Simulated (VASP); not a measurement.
# SnCl (P4mm) in VASP: single point with PBE

Aim: the single point of SnCl with PBE.

Program: VASP 6.6.1. These are calculated values, not measurements. Logs are shortened: lines on timing, memory, paths and dates and some standing lists are left out, and cuts for length are marked.

### 1 The cell of the first run

Symmetry: P4mm, No. 99, tetragonal system. The conventional cell has a = 3.993 Å, b = 3.993 Å, c = 7.056 Å, α = 90.00°, β = 90.00°, γ = 90.00°. Within 3.0 Å of Sn (site symmetry 4mm) lie 1 Cl at 2.28 Å. Sn (site symmetry 4mm) has 1 Cl at 2.22 Å within 2.9 Å. Within 3.0 Å of Cl (site symmetry 4mm) lie 5 Sn at 2.28 to 2.97 Å. Cl (site symmetry 4mm) has 1 Sn at 2.22 Å within 2.9 Å.

### 2 Single point, PBE

Contents of INCAR:

```
PREC = Accurate
ENCUT = 520
EDIFF = 1E-6
ISMEAR = 0
SIGMA = 0.1
LREAL = F
LASPH = T
NELM = 60
ALGO = Normal
ISIF = 2
LWAVE = F
LCHARG = F
GGA = PE
NBANDS = 29
```

Contents of KPOINTS:

```
Automatic mesh
0
Gamma
  4 4 4
```

Contents of POSCAR:

```
SnCl
1.0
    3.9931247800      0.0000000000      0.0000000000
    0.0000000000      3.9931247800      0.0000000000
    0.0000000000      0.0000000000      7.0564326300
Sn Cl
2 2
Direct
    0.0000000000      0.0000000000      0.8365840600
    0.5000000000      0.5000000000      0.0313596200
    0.0000000000      0.0000000000      0.1599619500
    0.5000000000      0.5000000000      0.3454273200
```

Potentials or basis: VASP PAW PBE potentials, release 64 (Sn_d, Cl).

Run with:

```
$ cat potpaw_PBE.64/Sn_d/POTCAR potpaw_PBE.64/Cl/POTCAR > POTCAR
$ mpirun -np 1 vasp_std > vasp.out
```

OUTCAR:

```text
PREC = Accurate
   ENCUT = 520
   EDIFF = 1E-6
   ISMEAR = 0
   LREAL = F
   LASPH = T
   NELM = 60
   ISIF = 2
   GGA = PE

 ion  position               nearest neighbor table
   1  0.000  0.000  0.837-   3 2.28   2 3.14   2 3.14   2 3.14   2 3.14
   2  0.500  0.500  0.031-   4 2.22   3 2.97   3 2.97   3 2.97   3 2.97   1 3.14   1 3.14   1 3.14
                             1 3.14
   3  0.000  0.000  0.160-   1 2.28   2 2.97   2 2.97   2 2.97   2 2.97
   4  0.500  0.500  0.345-   2 2.22

  LATTYP: Found a simple tetragonal cell.
 ALAT       =     3.9931247800
 C/A-ratio  =     1.7671455361

  Lattice vectors:

 A1 = (   3.9931247800,   0.0000000000,   0.0000000000)
 A2 = (   0.0000000000,   3.9931247800,   0.0000000000)
 A3 = (   0.0000000000,   0.0000000000,   7.0564326300)

Analysis of symmetry for initial positions (statically):
=====================================================================
 Subroutine PRICEL returns:
 Original cell was already a primitive cell.

 Routine SETGRP: Setting up the symmetry group for a
 simple tetragonal supercell.

 Subroutine GETGRP returns: Found  8 space group operations
 (whereof  8 operations were pure point group operations)
 out of a pool of 16 trial point group operations.

The static configuration has the point symmetry C_4v.

Analysis of symmetry for dynamics (positions and initial velocities):
=====================================================================
 Subroutine PRICEL returns:
 Original cell was already a primitive cell.

 Routine SETGRP: Setting up the symmetry group for a
 simple tetragonal supercell.

 Subroutine GETGRP returns: Found  8 space group operations
 (whereof  8 operations were pure point group operations)
 out of a pool of 16 trial point group operations.

The dynamic configuration has the point symmetry C_4v.

 Subroutine INISYM returns: Found  8 space group operations
 (whereof  8 operations are pure point group operations),
 and found     1 'primitive' translations

----------------------------------------------------------------------------------------

                                     Primitive cell

  volume of cell :     112.5151

  direct lattice vectors                    reciprocal lattice vectors
     3.993124780  0.000000000  0.000000000     0.250430441  0.000000000  0.000000000
     0.000000000  3.993124780  0.000000000     0.000000000  0.250430441  0.000000000
     0.000000000  0.000000000  7.056432630     0.000000000  0.000000000  0.141714667

  length of vectors
     3.993124780  3.993124780  7.056432630     0.250430441  0.250430441  0.141714667

  position of ions in fractional coordinates (direct lattice)
     0.000000000  0.000000000  0.836584060
     0.500000000  0.500000000  0.031359620
     0.000000000  0.000000000  0.159961950
     0.500000000  0.500000000  0.345427320

  ion indices of the primitive-cell ions
   primitive index   ion index
                 1           1
                 2           2
                 3           3
                 4           4

----------------------------------------------------------------------------------------

 KPOINTS: Automatic mesh

Automatic generation of k-mesh.
 Grid dimensions read from file:
 generate k-points for:    4    4    4

 Generating k-lattice:

  Cartesian coordinates                     Fractional coordinates (reciprocal lattice)
     0.062607610  0.000000000  0.000000000     0.250000000  0.000000000  0.000000000
     0.000000000  0.062607610  0.000000000     0.000000000  0.250000000  0.000000000
     0.000000000  0.000000000  0.035428667     0.000000000  0.000000000  0.250000000

  Length of vectors
     0.062607610  0.062607610  0.035428667

  Shift w.r.t. Gamma in fractional coordinates (k-lattice)
     0.000000000  0.000000000  0.000000000

 Subroutine IBZKPT returns following result:
 ===========================================

 Found     18 irreducible k-points:

 Following reciprocal coordinates:
            Coordinates               Weight
  0.000000  0.000000  0.000000      1.000000
  0.250000  0.000000  0.000000      4.000000
  0.500000  0.000000  0.000000      2.000000
  0.250000  0.250000  0.000000      4.000000
  0.500000  0.250000  0.000000      4.000000
  0.500000  0.500000  0.000000      1.000000
[... 10 lines left out ...]
  0.500000  0.250000  0.500000      4.000000
  0.500000  0.500000  0.500000      1.000000
   k-points           NKPTS =     18   k-points in BZ     NKDIM =     18   number of bands    NBANDS=     29
   number of dos      NEDOS =    301   number of ions     NIONS =      4
   total plane-waves  NPLWV =  48600
   dimension x,y,z NGX =    30 NGY =   30 NGZ =   54
   dimension x,y,z NGXF=    60 NGYF=   60 NGZF=  108
   ions per type =               2   2
   NGX,Y,Z   is equivalent  to a cutoff of  12.49, 12.49, 12.72 a.u.
   NGXF,Y,Z  is equivalent  to a cutoff of  24.98, 24.98, 25.44 a.u.
 SYSTEM =  unknown system
   PREC   = accura    normal or accurate (medium, high low for compatibility)
   ISTART =      0    job   : 0-new  1-cont  2-samecut
   ICHARG =      2    charge: 1-file 2-atom 10-const
   ISPIN  =      1    spin polarized calculation?
   LNONCOLLINEAR =      F non collinear calculations
   LSORBIT =      F    spin-orbit coupling
   LASPH  =      T    aspherical Exc in radial PAW
   ENCUT  =  520.0 eV  38.22 Ry    6.18 a.u.   7.42  7.42 13.12*2*pi/ulx,y,z
   NELM   =     60;   NELMIN=  2; NELMDL= -5     # of ELM steps
   EDIFF  = 0.1E-05   stopping-criterion for ELM
   LREAL  =      F    real-space projection
   EDIFFG = 0.1E-04   stopping-criterion for IOM
   NSW    =      0    number of steps for IOM
   IBRION =     -1    ionic relax: 0-MD 1-quasi-New 2-CG
   NFREE  =      0    steps in history (QN), initial steepest desc. (CG)
   ISIF   =      2    stress and relaxation
   ISYM   =      2    0-nonsym 1-usesym 2-fastsym
   POTIM  = 0.5000    time-step for ionic-motion
   TEBEG  =    0.0;   TEEND  =   0.0 temperature during run
   PSTRESS=    0.0 pullay stress
   NELECT =      42.0000    total number of electrons
   NUPDOWN=      -1.0000    fix difference up-down
   EMIN   =  10.00;   EMAX   =-10.00  energy-range for DOS
   EFERMI =   0.00;   METHOD = LEGACY
   ISMEAR =     0;   SIGMA  =   0.10  broadening in eV -4-tet -1-fermi 0-gaus
   EFERMI_NEDOS =   21; number of points for ismear=-14 and -15
   IALGO  =     38    algorithm
   IMIX   =      4    mixing-type and parameters
     AMIX     =   0.40;   BMIX     =  1.00
     AMIX_MAG =   1.60;   BMIX_MAG =  1.00
  volume/ion in A,a.u.               =      28.13       189.82
  Fermi-wavevector in a.u.,A,eV,Ry     =   1.178748  2.227511 18.904570  1.389447
  Thomas-Fermi vector in A             =   2.315071
   LORBIT       =      0    0 simple, 1 ext, 2 COOP (PROOUT), +10 PAW based schemes
   GGA     = PE    functional components
   LHFCALC =     F    Hartree Fock is set to
   AEXX    =    0.0000 exact exchange contribution
   IVDW    =     0    specifies the selected vdW correction
   LEPSILON=     F    determine dielectric tensor
   LRPA    =     F    only Hartree local field effects (RPA)
 non-spin polarized calculation
 Gauss-broadening in eV      SIGMA  =   0.10
  energy-cutoff  :      520.00
  volume of cell :      112.52
 maximum number of plane-waves:      3090
 NGX is ok and might be reduce to    30
   NGX = 15   NGY = 15   NGZ = 27

 number of electron      42.0000016 magnetization

 Free energy of the ion-electron system (eV)
  ---------------------------------------------------
  ext. energy  EPLUGINS =         0.00000000
  ---------------------------------------------------
  free energy    TOTEN  =       -11.51145761 eV

  energy without entropy =      -11.50414272  energy(sigma->0) =      -11.50780016

 E-fermi :   4.7397     XC(G=0):  -8.7612

 val. band max:        4.5576554056   @ k =   0.2500   0.0000   0.5000
 cond. band min:       4.7397063733   @ k =   0.2500   0.0000   0.2500
 fundamental gap:      0.1820509677
 Fermi energy:         4.7396834708

 k-point     1 :       0.0000    0.0000    0.0000
  band No.  band energies     occupation
      1     -17.3558      2.00000
      2     -17.2791      2.00000
      3     -17.2713      2.00000
      4     -17.1562      2.00000
      5     -17.1562      2.00000
      6     -16.9332      2.00000
[... 21 lines left out ...]
     28      11.4925      0.00000
     29      11.6088      0.00000

 k-point     2 :       0.2500    0.0000    0.0000
  band No.  band energies     occupation
      1     -17.3506      2.00000
      2     -17.2859      2.00000
      3     -17.2566      2.00000
      4     -17.1717      2.00000
      5     -17.1638      2.00000
      6     -16.9217      2.00000
[... 21 lines left out ...]
     28      11.4938      0.00000
     29      12.6363      0.00000

 k-point     3 :       0.5000    0.0000    0.0000
  band No.  band energies     occupation
      1     -17.3460      2.00000
      2     -17.2920      2.00000
      3     -17.2407      2.00000
      4     -17.1870      2.00000
      5     -17.1721      2.00000
      6     -16.9109      2.00000
[... 21 lines left out ...]
     28      11.9637      0.00000
     29      12.7095      0.00000

 k-point     4 :       0.2500    0.2500    0.0000
  band No.  band energies     occupation
      1     -17.3437      2.00000
      2     -17.2966      2.00000
      3     -17.2439      2.00000
      4     -17.1763      2.00000
      5     -17.1622      2.00000
      6     -16.9181      2.00000
[... 405 lines left out ...]
     28      12.6095      0.00000
     29      12.8802      0.00000

 k-point    17 :       0.5000    0.2500    0.5000
  band No.  band energies     occupation
      1     -17.3377      2.00000
      2     -17.3056      2.00000
      3     -17.2299      2.00000
      4     -17.1748      2.00000
      5     -17.1696      2.00000
      6     -16.9131      2.00000
[... 21 lines left out ...]
     28      12.5250      0.00000
     29      13.3971      0.00000

 k-point    18 :       0.5000    0.5000    0.5000
  band No.  band energies     occupation
      1     -17.3306      2.00000
      2     -17.3165      2.00000
      3     -17.2179      2.00000
      4     -17.1670      2.00000
      5     -17.1670      2.00000
      6     -16.9131      2.00000
[... 21 lines left out ...]
     28      12.0619      0.00000
     29      14.4229      0.00000

------------------------ aborting loop because EDIFF is reached ----------------------------------------

  FORCE on cell =-STRESS in cart. coord.  units (eV):
  Direction    XX          YY          ZZ          XY          YZ          ZX
  --------------------------------------------------------------------------------------
  -------------------------------------------------------------------------------------
  Total        5.9033449      5.9033449     15.9446926      0.0000000      0.0000000      0.0000000
  in kB       84.0616236     84.0616236    227.0470015      0.0000000      0.0000000      0.0000000
  external PRESSURE =     131.7234162 kB  Pullay stress =       0.0000000 kB

 VOLUME and BASIS-vectors are now :
 -----------------------------------------------------------------------------
  energy-cutoff  :      520.00
  volume of cell :      112.52
      direct lattice vectors                 reciprocal lattice vectors
     3.993124780  0.000000000  0.000000000     0.250430441  0.000000000  0.000000000
     0.000000000  3.993124780  0.000000000     0.000000000  0.250430441  0.000000000
     0.000000000  0.000000000  7.056432630     0.000000000  0.000000000  0.141714667

 POSITION                                       TOTAL-FORCE (eV/Angst)
 -----------------------------------------------------------------------------------
      0.00000      0.00000      5.90330         0.000000     -0.000000     -3.737829
      1.99656      1.99656      0.22129         0.000000      0.000000     -3.586087
      0.00000      0.00000      1.12876         0.000000     -0.000000      3.822964
      1.99656      1.99656      2.43748         0.000000     -0.000000      3.500952
 -----------------------------------------------------------------------------------
    total drift:                                0.000000      0.000000      0.000260

  FREE ENERGIE OF THE ION-ELECTRON SYSTEM (eV)
  ---------------------------------------------------
  free  energy   TOTEN  =       -11.5114576098 eV

  energy  without entropy=      -11.5041427182  energy(sigma->0) =      -11.50780016
```

Wall time 36 s (1 thread of Intel Xeon Platinum 8488C (Sapphire Rapids), shared host); peak memory 0.22 GiB.

What came out:

* Free energy: -11.5115 eV
* Pressure: 13.2 GPa
* Largest force: 3.823 eV/Å
* Band gap on the k mesh: zero (band 21 reaches 5.74 eV, above the bottom of band 22 at 3.41 eV)

Forces in eV/Å, atoms in the order of the input:
```
Sn   0.000  0.000 -3.738
Sn   0.000  0.000 -3.586
Cl   0.000  0.000  3.823
Cl   0.000  0.000  3.501
```

Stress tensor (GPa, compression positive):
```
 8.41  0.00  0.00
 0.00  8.41  0.00
 0.00  0.00 22.70
```

Caveat: the k points lie up to 0.39 Å⁻¹ apart; spin-orbit coupling is left out, which moves the levels of the heavy elements; forces of over 1 eV/Å act on the atoms, so gaps and moduli don't describe the material at rest.
